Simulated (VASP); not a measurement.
A run of VASP 6.6.1 is set up as follows.

Contents of INCAR:

```
ALGO = Normal
EDIFF = 1E-6
ENCUT = 520
GGA = PE
ISIF = 2
ISMEAR = 0
LASPH = True
LCHARG = False
LREAL = False
LWAVE = False
NBANDS = 34
NELM = 80
PREC = Accurate
SIGMA = 0.1
```

The input KPOINTS:

```
k-points
0
Gamma
  6 6 4
```

File POSCAR:

```
ZrNb2C3
1.0
    6.2416603516     -0.0000000039      0.0000000000
   -3.1208301724      5.4054364283      0.0000000000
    0.0000000000      0.0000000000      5.5504431059
Zr Nb C
1 2 3
Direct
    0.3333333333      0.6666666667      0.5000000000
    0.0000000000      0.0000000000      0.7420080010
    0.0000000000      0.0000000000      0.2579919990
    0.1396089213      0.8603910787      0.5000000000
    0.1396089213      0.2792178425      0.5000000000
    0.7207821575      0.8603910787      0.5000000000
```

Potentials or basis: VASP PAW PBE potentials, release 64 (Zr_sv, Nb_sv, C).

Command:

```bash
$ cat potpaw_PBE.64/Zr_sv/POTCAR potpaw_PBE.64/Nb_sv/POTCAR potpaw_PBE.64/C/POTCAR > POTCAR
$ mpirun -np 1 vasp_std > vasp.out
```

(1) What does it give for the band gap on the k mesh?

(2) What does it give for the largest force?

(3) Estimate the pressure.

## Answers

(1) zero (bands 25 and 26 overlap by 0.56 eV).

(2) 0.049 eV/Å.

(3) -0.1 GPa.
